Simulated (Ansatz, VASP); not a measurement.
## Ga3As3N2 in VASP and in Ansatz

```xyz
8
Lattice="4.0137 0.0000 0.0000 0.0000 5.6762 0.0000 0.0000 0.0000 22.8853" Properties=species:S:1:pos:R:3 pbc="T T T"
Ga    2.0069    2.8381    4.0000
Ga    0.0000    0.3711    6.2539
Ga    2.0069    2.7783    7.5339
As    0.0000    1.4191    4.0000
As    2.0069    4.5990    5.8454
As    0.0000    1.6391    8.3853
N     1.0034    4.4772   11.7853
N     1.0034    4.4772   12.8853
```

Alike in both runs: task single point; functional PBE; dispersion D3(BJ); k mesh 7 × 5 × 1; occupations gaussian, width 0.05 eV; no spin polarisation.

|  | VASP | Ansatz |
| --- | --- | --- |
| version | VASP 6.6.1 | Ansatz 0.2.0 |
| potentials or method | VASP PAW PBE potentials, release 64 (Ga_d, As, N), cutoff 520 eV | scalar-relativistic, plane waves, PAW |
| valence electrons in the cell | 64 | 94 |

VASP gave:

| Quantity | Value |
| --- | --- |
| gap on the k mesh at the Fermi level (eV) | 0.40 |
| least direct gap on the mesh (eV) | 0.75 |
| rms of the force components (eV/Å) | 0.689 |

Question: Estimate Ansatz's values.

Answer: gap on the k mesh at the Fermi level (eV): 0.41; least direct gap on the mesh (eV): 0.76; rms of the force components (eV/Å): 0.329.

One of these differences is far larger than is usual between the two programs; its cause wasn't traced. VASP's potentials hold 64 valence electrons a cell and Ansatz's 94, so a difference there can come from the potentials and not from the codes.

Noted on VASP's run: the standard files for N, O and F lose accuracy on very short bonds.
